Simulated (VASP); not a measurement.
Crystal: InSb3.

```xyz
4
Lattice="4.8064 0.0000 0.0000 0.0000 4.8064 0.0000 0.0000 0.0000 4.8064" Properties=species:S:1:pos:R:3 pbc="T T T"
In    0.0300   -0.0300    0.0300
Sb    2.4032    0.0000    2.4032
Sb    0.0000    2.4032    2.4032
Sb    2.4032    2.4032    0.0000
```

* Program: VASP 6.6.1
* Task: relaxation of the atoms
* Functional: PBEsol
* Potentials or basis: VASP PAW PBE potentials, release 64 (In_d, Sb)
* Cutoff: 520 eV
* k mesh: 2 × 2 × 2, shifted
* Occupations: gaussian, width 0.01 eV
* Spin: no spin polarisation

At the start: pressure -1.7 GPa; volume 27.76 Å³/atom.

Question: Where does the relaxation end?

Answer: Over 31 steps the energy falls by 97.8 meV/atom; space group R3m (No. 160, to 0.1 Å) before and after.

Step by step:
```csv
step,energy change (eV),largest force (eV/Å),pressure (GPa)
1,0.0000,0.0952,-1.67
2,-0.0006,0.1061,-1.67
3,-0.0029,0.1384,-1.66
4,-0.0092,0.1974,-1.63
5,-0.0276,0.2890,-1.50
6,-0.0755,0.3181,-1.09
7,-0.0827,0.4413,0.81
8,-0.1047,0.1594,-0.52
9,-0.1083,0.2348,-0.01
10,-0.1091,0.1948,-0.19
11,-0.1100,0.2138,-0.13
12,-0.1119,0.2711,0.02
13,-0.1114,0.3875,0.39
14,-0.1125,0.3157,0.15
15,-0.1157,0.3483,0.21
16,-0.1261,0.4384,0.38
17,-0.1475,0.5830,0.80
18,-0.1661,0.8728,1.91
19,-0.1695,0.8966,1.99
20,-0.1776,0.9675,2.23
21,-0.1828,1.0993,2.78
22,-0.1949,1.0560,2.72
23,-0.2277,0.9368,2.57
24,-0.2790,0.7384,2.35
25,-0.3267,0.4684,2.30
26,-0.3275,0.4385,2.33
27,-0.3375,0.4045,2.15
28,-0.3604,0.3052,1.66
29,-0.3761,0.1894,0.79
30,-0.3833,0.1368,0.74
31,-0.3911,0.0309,0.81
```

Final structure:
```yaml
crystal:
  lattice:
    - [4.80637, 0.00000, 0.00000]
    - [0.00000, 4.80637, 0.00000]
    - [0.00000, 0.00000, 4.80637]
  atoms:
    - { symbol: In, position: [0.04669, 0.95331, 0.04669] }
    - { symbol: Sb, position: [0.50573, 0.05191, 0.50573] }
    - { symbol: Sb, position: [0.94809, 0.49427, 0.50573] }
    - { symbol: Sb, position: [0.50573, 0.49427, 0.94809] }
```

Caveat: the k points lie up to 0.65 Å⁻¹ apart; the PAW data sets were made with another functional, which shifts forces and pressure a little; the relaxation stopped at a loose force limit of 0.05 eV/Å, so its end isn't a converged minimum.
